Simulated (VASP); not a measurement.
# Rb (P-1) in VASP: single point with PBEsol

Aim: the single point of Rb with PBEsol.

Everything below comes from runs of VASP 6.6.1. Logs are shortened: lines on timing, memory, paths and dates and some standing lists are left out, and cuts for length are marked.

**1. The cell of the first run**

The typed cell holds 1 atom: a = 4.860 Å, b = 4.800 Å, c = 4.857 Å, α = 109.83°, β = 107.77°, γ = 110.01°.

**2. Single point, PBEsol (the cell strained at random)**

The input, INCAR:

```
PREC = Accurate ; ENCUT = 520
EDIFF = 1E-7 ; ISMEAR = 1
SIGMA = 0.2 ; LREAL = F
LASPH = T ; NELM = 80
ALGO = Normal ; ISIF = 2
LWAVE = F ; LCHARG = T
GGA = PS ; LELF = T
LVHAR = T ; NBANDS = 10
```

The input, KPOINTS:

```
Automatic mesh
0
Gamma
  7 7 7
```

The input, POSCAR:

```
Rb
1.0
   -2.7558720000      2.8650800000      2.7960770000
    2.7506710000     -2.8182060000      2.7440020000
    2.7997640000      2.8620990000     -2.7492030000
Rb
1
Direct
   -0.0200370000     -0.0142010000     -0.0232300000
```

Potentials or basis: VASP PAW PBE potentials, release 64 (Rb_sv).

Started as:

```console
cat potpaw_PBE.64/Rb_sv/POTCAR > POTCAR
mpirun -np 1 vasp_std > vasp.out
```

OUTCAR:

```text
PREC = Accurate
   ENCUT = 520
   EDIFF = 1E-7
   ISMEAR = 1
   LREAL = F
   LASPH = T
   NELM = 80
   ISIF = 2
   GGA = PS

 ion  position               nearest neighbor table
   1  0.980  0.986  0.977-

  LATTYP: Found a triclinic cell.
 ALAT       =     4.8567897089
 B/A-ratio  =     1.6161986483
 C/A-ratio  =     1.9608169000
 COS(alpha) =     0.0001011339
 COS(beta)  =     0.5375482572
 COS(gamma) =     0.8076644984

  Lattice vectors:

 A1 = (  -2.7997640000,  -2.8620990000,   2.7492030000)
 A2 = (  -5.5556360000,   0.0029810000,   5.5452800000)
 A3 = (  -2.8384550000,  -8.6361520000,  -2.8377500000)

Analysis of symmetry for initial positions (statically):
=====================================================================
 Subroutine PRICEL returns:
 Original cell was already a primitive cell.

 Routine SETGRP: Setting up the symmetry group for a
 triclinic supercell.

 Subroutine GETGRP returns: Found  2 space group operations
 (whereof  1 operations were pure point group operations)
 out of a pool of  2 trial point group operations.

The static configuration has the point symmetry C_1 .
 The point group associated with its full space group is S_2 .

Analysis of symmetry for dynamics (positions and initial velocities):
=====================================================================
 Subroutine PRICEL returns:
 Original cell was already a primitive cell.

 Routine SETGRP: Setting up the symmetry group for a
 triclinic supercell.

 Subroutine GETGRP returns: Found  2 space group operations
 (whereof  1 operations were pure point group operations)
 out of a pool of  2 trial point group operations.

The dynamic configuration has the point symmetry C_1 .
 The point group associated with its full space group is S_2 .

 Subroutine INISYM returns: Found  2 space group operations
 (whereof  1 operations are pure point group operations),
 and found     1 'primitive' translations

----------------------------------------------------------------------------------------

                                     Primitive cell

  volume of cell :      88.0434

  direct lattice vectors                    reciprocal lattice vectors
    -2.755872000  2.865080000  2.796077000    -0.001201509  0.173149917  0.179036711
     2.750671000 -2.818206000  2.744002000     0.180358005 -0.002861135  0.180696368
     2.799764000  2.862099000 -2.749203000     0.178794805  0.173246406 -0.001297967

  length of vectors
     4.860201691  4.799794056  4.856789709     0.249071237  0.255320140  0.248965026

  position of ions in fractional coordinates (direct lattice)
     0.979963000  0.985799000  0.976770000

  ion indices of the primitive-cell ions
   primitive index   ion index
                 1           1

----------------------------------------------------------------------------------------

 KPOINTS: Automatic mesh

Automatic generation of k-mesh.
 Grid dimensions read from file:
 generate k-points for:    7    7    7

 Generating k-lattice:

  Cartesian coordinates                     Fractional coordinates (reciprocal lattice)
    -0.000171644  0.024735702  0.025576673     0.142857143 -0.000000000  0.000000000
     0.025765429 -0.000408734  0.025813767     0.000000000  0.142857143  0.000000000
     0.025542115  0.024749487 -0.000185424    -0.000000000  0.000000000  0.142857143

  Length of vectors
     0.035581605  0.036474306  0.035566432

  Shift w.r.t. Gamma in fractional coordinates (k-lattice)
     0.000000000  0.000000000  0.000000000

 Subroutine IBZKPT returns following result:
 ===========================================

 Found    172 irreducible k-points:

 Following reciprocal coordinates:
            Coordinates               Weight
  0.000000  0.000000  0.000000      1.000000
  0.142857  0.000000 -0.000000      2.000000
  0.285714  0.000000 -0.000000      2.000000
  0.428571  0.000000  0.000000      2.000000
  0.000000  0.142857  0.000000      2.000000
  0.142857  0.142857 -0.000000      2.000000
[... 16 lines left out ...]
 -0.428571  0.428571  0.000000      2.000000
 -0.285714  0.428571  0.000000      2.000000
 [... further k-points ...]
   k-points           NKPTS =    172   k-points in BZ     NKDIM =    172   number of bands    NBANDS=     10
   number of dos      NEDOS =    301   number of ions     NIONS =      1
   total plane-waves  NPLWV =  46656
   dimension x,y,z NGX =    36 NGY =   36 NGZ =   36
   dimension x,y,z NGXF=    72 NGYF=   72 NGZF=   72
   ions per type =               1
   NGX,Y,Z   is equivalent  to a cutoff of  12.31, 12.47, 12.32 a.u.
   NGXF,Y,Z  is equivalent  to a cutoff of  24.63, 24.94, 24.65 a.u.
 SYSTEM =  unknown system
   PREC   = accura    normal or accurate (medium, high low for compatibility)
   ISTART =      0    job   : 0-new  1-cont  2-samecut
   ICHARG =      2    charge: 1-file 2-atom 10-const
   ISPIN  =      1    spin polarized calculation?
   LNONCOLLINEAR =      F non collinear calculations
   LSORBIT =      F    spin-orbit coupling
   LASPH  =      T    aspherical Exc in radial PAW
   ENCUT  =  520.0 eV  38.22 Ry    6.18 a.u.   9.04  8.92  9.03*2*pi/ulx,y,z
   NELM   =     80;   NELMIN=  2; NELMDL= -5     # of ELM steps
   EDIFF  = 0.1E-06   stopping-criterion for ELM
   LREAL  =      F    real-space projection
   EDIFFG = 0.1E-05   stopping-criterion for IOM
   NSW    =      0    number of steps for IOM
   IBRION =     -1    ionic relax: 0-MD 1-quasi-New 2-CG
   NFREE  =      0    steps in history (QN), initial steepest desc. (CG)
   ISIF   =      2    stress and relaxation
   ISYM   =      2    0-nonsym 1-usesym 2-fastsym
   POTIM  = 0.5000    time-step for ionic-motion
   TEBEG  =    0.0;   TEEND  =   0.0 temperature during run
   PSTRESS=    0.0 pullay stress
   NELECT =       9.0000    total number of electrons
   NUPDOWN=      -1.0000    fix difference up-down
   EMIN   =  10.00;   EMAX   =-10.00  energy-range for DOS
   EFERMI =   0.00;   METHOD = LEGACY
   ISMEAR =     1;   SIGMA  =   0.20  broadening in eV -4-tet -1-fermi 0-gaus
   EFERMI_NEDOS =   21; number of points for ismear=-14 and -15
   IALGO  =     38    algorithm
   IMIX   =      4    mixing-type and parameters
     AMIX     =   0.40;   BMIX     =  1.00
     AMIX_MAG =   1.60;   BMIX_MAG =  1.00
  volume/ion in A,a.u.               =      88.04       594.15
  Fermi-wavevector in a.u.,A,eV,Ry     =   0.765462  1.446513  7.972080  0.585931
  Thomas-Fermi vector in A             =   1.865587
   LORBIT       =      0    0 simple, 1 ext, 2 COOP (PROOUT), +10 PAW based schemes
   GGA     = PS    functional components
   LHFCALC =     F    Hartree Fock is set to
   AEXX    =    0.0000 exact exchange contribution
   IVDW    =     0    specifies the selected vdW correction
   LEPSILON=     F    determine dielectric tensor
   LRPA    =     F    only Hartree local field effects (RPA)
 non-spin polarized calculation
 Methfessel and Paxton  Order N= 1 SIGMA  =   0.20
  energy-cutoff  :      520.00
  volume of cell :       88.04
 maximum number of plane-waves:      2395
   NGX = 19   NGY = 17   NGZ = 19

 number of electron       9.0000000 magnetization

 Free energy of the ion-electron system (eV)
  ---------------------------------------------------
  ext. energy  EPLUGINS =         0.00000000
  ---------------------------------------------------
  free energy    TOTEN  =        -1.02696057 eV

  energy without entropy =       -1.02486819  energy(sigma->0) =       -1.02626311

 E-fermi :   0.0174     XC(G=0):  -5.6036

 val. band max:        0.0129606123   @ k =  -0.1429  -0.4286   0.2857
 cond. band min:       0.0443952877   @ k =   0.1429  -0.1429   0.4286
 fundamental gap:      0.0314346754
 Fermi energy:         0.0173801618

 k-point     1 :       0.0000    0.0000    0.0000
  band No.  band energies     occupation
      1     -28.8204      2.00000
      2     -12.8650      2.00000
      3     -12.8640      2.00000
      4     -12.8623      2.00000
      5      -2.0002      2.00000
      6       3.6564     -0.00000
      7       3.6762     -0.00000
      8       3.8581     -0.00000
      9       4.5923      0.00000
     10       4.8175      0.00000

 k-point     2 :       0.1429    0.0000   -0.0000
  band No.  band energies     occupation
      1     -28.8196      2.00000
      2     -12.8849      2.00000
      3     -12.8701      2.00000
      4     -12.8627      2.00000
      5      -1.7604      2.00000
      6       3.2135     -0.00000
      7       3.4276     -0.00000
      8       4.0285      0.00000
      9       4.4262      0.00000
     10       4.7030      0.00000

 k-point     3 :       0.2857    0.0000   -0.0000
  band No.  band energies     occupation
      1     -28.8176      2.00000
      2     -12.9293      2.00000
      3     -12.8837      2.00000
      4     -12.8628      2.00000
      5      -1.0876      2.00000
      6       2.1613     -0.00000
      7       2.9785     -0.00000
      8       4.5477      0.00000
      9       4.6557      0.00000
     10       4.7457      0.00000

 k-point     4 :       0.4286    0.0000    0.0000
  band No.  band energies     occupation
      1     -28.8161      2.00000
      2     -12.9642      2.00000
      3     -12.8946      2.00000
      4     -12.8628      2.00000
      5      -0.1380      1.96789
      6       1.1060     -0.00000
      7       2.7022     -0.00000
      8       4.4127      0.00000
      9       5.0575      0.00000
     10       5.6923      0.00000
[... 222 lines left out ...]
 k-point    22 :       0.4286    0.4286    0.0000
  band No.  band energies     occupation
      1     -28.8150      2.00000
      2     -12.9685      2.00000
      3     -12.9073      2.00000
      4     -12.8698      2.00000
      5       0.4518     -0.00883
      6       0.8860     -0.00000
      7       2.3634     -0.00000
      8       4.0414      0.00000
      9       5.1597      0.00000
     10       5.3425      0.00000

 k-point    23 :      -0.4286    0.4286    0.0000
  band No.  band energies     occupation
      1     -28.8154      2.00000
      2     -12.9702      2.00000
      3     -12.8991      2.00000
      4     -12.8635      2.00000
      5      -0.0859      1.75816
      6       1.1794     -0.00000
      7       2.7115     -0.00000
      8       4.3124      0.00000
      9       4.9663      0.00000
     10       5.6458      0.00000

 k-point    24 :      -0.2857    0.4286    0.0000
  band No.  band energies     occupation
      1     -28.8158      2.00000
      2     -12.9562      2.00000
      3     -12.8965      2.00000
      4     -12.8701      2.00000
      5      -0.4027      2.01141
      6       1.7173     -0.00000
      7       2.5242     -0.00000
      8       4.2378      0.00000
      9       4.7947      0.00000
     10       5.2076      0.00000

 [... further k-points ...]
[... 5 lines left out ...]
  --------------------------------------------------------------------------------------
  -------------------------------------------------------------------------------------
  Total       -0.0408249     -0.0221015     -0.0421187     -0.0223188     -0.0237184      0.0030522
  in kB       -0.7429150     -0.4021930     -0.7664587     -0.4061487     -0.4316181      0.0555428
  external PRESSURE =      -0.6371889 kB  Pullay stress =       0.0000000 kB

 VOLUME and BASIS-vectors are now :
 -----------------------------------------------------------------------------
  energy-cutoff  :      520.00
  volume of cell :       88.04
      direct lattice vectors                 reciprocal lattice vectors
    -2.755872000  2.865080000  2.796077000    -0.001201509  0.173149917  0.179036711
     2.750671000 -2.818206000  2.744002000     0.180358005 -0.002861135  0.180696368
     2.799764000  2.862099000 -2.749203000     0.178794805  0.173246406 -0.001297967

 POSITION                                       TOTAL-FORCE (eV/Angst)
 -----------------------------------------------------------------------------------
      2.74568      2.82510      2.75975         0.000000      0.000000     -0.000000
 -----------------------------------------------------------------------------------
    total drift:                               -0.000001     -0.000000      0.000000

  FREE ENERGIE OF THE ION-ELECTRON SYSTEM (eV)
  ---------------------------------------------------
  free  energy   TOTEN  =        -1.0269605678 eV

  energy  without entropy=       -1.0248681920  energy(sigma->0) =       -1.02626311
```

It took 84 s on 1 thread of Intel Xeon Platinum 8259CL at 2.50GHz (Skylake/Cascade Lake), shared host; peak memory 0.29 GiB.

What came out:

```yaml
Free_energy: -1.0270 eV
Pressure: -0.1 GPa
Band_gap_on_the_k_mesh: zero (an odd number of electrons rules out a gap without spin polarisation)
```

Caveat: the cell differs from its parent crystal (the cell strained at random); the PAW data sets were made with another functional, which shifts forces and pressure a little.

The gap in the log of VASP goes by the Fermi energy; the results here count the filled bands.